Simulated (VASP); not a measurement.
# ScAl3 (Pm-3m) in VASP: a series of runs, part 3 of 3

VASP 6.6.1. The steps go on from the part before.

**5. Single point, PBEsol**

This run uses another cell than the first one, of 15.41 Å³/atom, 0.902 times its volume.

File INCAR:

```
ALGO     = Normal         # electronic algorithm
EDIFF    = 1E-6           # SCF threshold, eV
ENCUT    = 520            # plane-wave cutoff, eV
GGA      = PS             # functional
ISIF     = 2              # what is computed and relaxed
ISMEAR   = -1             # smearing method
LASPH    = True           # aspherical terms in the spheres
LCHARG   = True           # write CHGCAR
LELF     = True           # ELF
LREAL    = False          # projectors in reciprocal space
LVHAR    = True         
LWAVE    = False          # write WAVECAR
NBANDS   = 18             # bands
NELM     = 100            # most SCF steps
PREC     = Accurate       # precision mode
SIGMA    = 0.05           # smearing width, eV
```

File KPOINTS:

```
k-points
0
Gamma
  7 7 7
```

File POSCAR:

```
ScAl3
1.0
    3.9502497054      0.0000000000      0.0000000000
    0.0000000000      3.9502497054      0.0000000000
    0.0000000000      0.0000000000      3.9502497054
Sc Al
1 3
Direct
    0.0000000000      0.0000000000      0.0000000000
    0.5000000000      0.5000000000      0.0000000000
    0.0000000000      0.5000000000      0.5000000000
    0.5000000000      0.0000000000      0.5000000000
```

Started as:

```sh
$ cat potpaw_PBE.64/Sc_sv/POTCAR potpaw_PBE.64/Al/POTCAR > POTCAR
$ mpirun -np 1 vasp_std > vasp.out
```

It took 26 s on 1 thread of Intel Xeon 6975P-C, shared host; peak memory 0.17 GiB.

It converged, with:

```
Free energy            : -20.5955 eV
Pressure               : 10.2 GPa
Band gap on the k mesh : zero (band 10 reaches 9.17 eV, above the bottom of band 11 at 5.38 eV)
```

Levels at points of the mesh, in eV from the Fermi level:
```tsv
k point	band 7	band 8	band 9	band 10	band 11	band 12	band 13	band 14
(0.00, 0.00, 0.00)	-2.64	-1.71	-1.71	-1.71	1.34	1.46	1.46	1.46
```

Caveat: the PAW data sets were made with another functional, which shifts forces and pressure a little.

**6. Single point, PBEsol**

This run uses another cell than the first one, of 16.52 Å³/atom, 0.968 times its volume.

File INCAR:

```
SYSTEM = ScAl3
PREC = Accurate
ENCUT = 520
EDIFF = 1E-6
ISMEAR = -1
SIGMA = 0.05
LREAL = .False.
LASPH = .True.
NELM = 80
ALGO = Normal
ISIF = 2
LWAVE = .False.
LCHARG = .False.
GGA = PS
NBANDS = 18
```

File KPOINTS:

```
Automatic mesh
0
Gamma
  7 7 7
  0 0 0
```

File POSCAR:

```
ScAl3
1.0
    4.0431719995      0.0000000000      0.0000000000
    0.0000000000      4.0431719995      0.0000000000
    0.0000000000      0.0000000000      4.0431719995
Sc Al
1 3
Direct
    0.0000000000      0.0000000000      0.0000000000
    0.5000000000      0.5000000000      0.0000000000
    0.0000000000      0.5000000000      0.5000000000
    0.5000000000      0.0000000000      0.5000000000
```

Potentials or basis: VASP PAW PBE potentials, release 64 (Sc_sv, Al).

Started as:

```sh
$ cat potpaw_PBE.64/Sc_sv/POTCAR potpaw_PBE.64/Al/POTCAR > POTCAR
$ mpirun -np 1 vasp_std > vasp.out
```

OUTCAR:

```text
SYSTEM = ScAl3
   PREC = Accurate
   ENCUT = 520
   EDIFF = 1E-6
   ISMEAR = -1
   LREAL = .False.
   LASPH = .True.
   NELM = 80
   ISIF = 2
   GGA = PS

 ion  position               nearest neighbor table
   1  0.000  0.000  0.000-   2 2.86   3 2.86   4 2.86   3 2.86   4 2.86   2 2.86   3 2.86   3 2.86
                             2 2.86   4 2.86   4 2.86   2 2.86
   2  0.500  0.500  0.000-   1 2.86   3 2.86   4 2.86   3 2.86   4 2.86   1 2.86   4 2.86   4 2.86
                             1 2.86   3 2.86   3 2.86   1 2.86
   3  0.000  0.500  0.500-   1 2.86   2 2.86   4 2.86   1 2.86   2 2.86   1 2.86   4 2.86   1 2.86
                             2 2.86   4 2.86   2 2.86   4 2.86
   4  0.500  0.000  0.500-   1 2.86   2 2.86   3 2.86   1 2.86   2 2.86   2 2.86   3 2.86   2 2.86
                             1 2.86   3 2.86   1 2.86   3 2.86

  LATTYP: Found a simple cubic cell.
 ALAT       =     4.0431719995

  Lattice vectors:

 A1 = (   4.0431719995,   0.0000000000,   0.0000000000)
 A2 = (   0.0000000000,   4.0431719995,   0.0000000000)
 A3 = (   0.0000000000,   0.0000000000,   4.0431719995)

[... 172 lines left out ...]

 E-fermi :   7.3953     XC(G=0): -10.6285

 val. band max:        7.3304072127   @ k =   0.4286   0.4286   0.1429
 cond. band min:       7.3977569677   @ k =   0.2857   0.0000   0.0000
 fundamental gap:      0.0673497549
 Fermi energy:         7.3952863624

 k-point     1 :       0.0000    0.0000    0.0000
  band No.  band energies     occupation
      1     -41.1468      2.00000
      2     -19.9582      2.00000
      3     -19.9582      2.00000
      4     -19.9582      2.00000
      5      -2.6913      2.00000
      6       4.8300      2.00000
[... 397 lines left out ...]
      5       1.6453      2.00000
      6       2.6711      2.00000
[... 10 lines left out ...]
     17      11.7499      0.00000
     18      17.1049      0.00000

------------------------ aborting loop because EDIFF is reached ----------------------------------------

  FORCE on cell =-STRESS in cart. coord.  units (eV):
  Direction    XX          YY          ZZ          XY          YZ          ZX
  --------------------------------------------------------------------------------------
  -------------------------------------------------------------------------------------
  Total        0.8665025      0.8665025      0.8665025      0.0000000      0.0000000     -0.0000000
  in kB       21.0045678     21.0045678     21.0045678      0.0000000      0.0000000     -0.0000000
  external PRESSURE =      21.0045678 kB  Pullay stress =       0.0000000 kB

 VOLUME and BASIS-vectors are now :
 -----------------------------------------------------------------------------
  energy-cutoff  :      520.00
  volume of cell :       66.09
      direct lattice vectors                 reciprocal lattice vectors
     4.043172000  0.000000000  0.000000000     0.247330561  0.000000000  0.000000000
     0.000000000  4.043172000  0.000000000     0.000000000  0.247330561  0.000000000
     0.000000000  0.000000000  4.043172000     0.000000000  0.000000000  0.247330561

 POSITION                                       TOTAL-FORCE (eV/Angst)
 -----------------------------------------------------------------------------------
      0.00000      0.00000      0.00000         0.000000      0.000000      0.000000
      2.02159      2.02159      0.00000         0.000000      0.000000      0.000000
      0.00000      2.02159      2.02159         0.000000      0.000000      0.000000
      2.02159      0.00000      2.02159         0.000000      0.000000      0.000000
 -----------------------------------------------------------------------------------
    total drift:                                0.000000     -0.000000      0.000000

  FREE ENERGIE OF THE ION-ELECTRON SYSTEM (eV)
  ---------------------------------------------------
  free  energy   TOTEN  =       -20.7612800466 eV

  energy  without entropy=      -20.7484188935  energy(sigma->0) =      -20.75484947
```

It took 23 s on 1 thread of Intel Xeon 6975P-C, shared host; peak memory 0.17 GiB.

Results:

- Free energy: -20.7613 eV
- Pressure: 2.1 GPa
- Band gap on the k mesh: zero (band 10 reaches 8.50 eV, above the bottom of band 11 at 4.79 eV)

Caveat: the PAW data sets were made with another functional, which shifts forces and pressure a little.

**7. Overview**

| level | cell | k mesh | grid for exact exchange (PRECFOCK) | screening parameter | gap on the mesh (eV) | pressure (GPa) |
| --- | --- | --- | --- | --- | --- | --- |
| r2SCAN | a = 4.088 Å, 4 atoms | 4 × 4 × 4 | - | - | none | -0.1 |
| HSE06 | a = 4.088 Å, 4 atoms | 4 × 4 × 4 | Normal | 0.2079 1/Å | none | 0.4 |
| PBE0 | a = 4.088 Å, 4 atoms | 4 × 4 × 4 | Normal | - | none | -0.2 |
| PBEsol | a = 3.950 Å, 4 atoms | 7 × 7 × 7 | - | - | none | 10.2 |
| PBEsol | a = 4.043 Å, 4 atoms | 7 × 7 × 7 | - | - | none | 2.1 |

Alike in all rows: task single point; potentials or basis VASP PAW PBE potentials, release 64 (Sc_sv, Al); no spin polarisation; cutoff (eV) 520; smearing fermi-dirac 0.05 eV.

Caveats: some runs use coarse meshes; the PAW data sets were made with another functional, which shifts forces and pressure a little.

Total energies depend on the potentials used, so only differences within one code and one set of settings carry meaning.
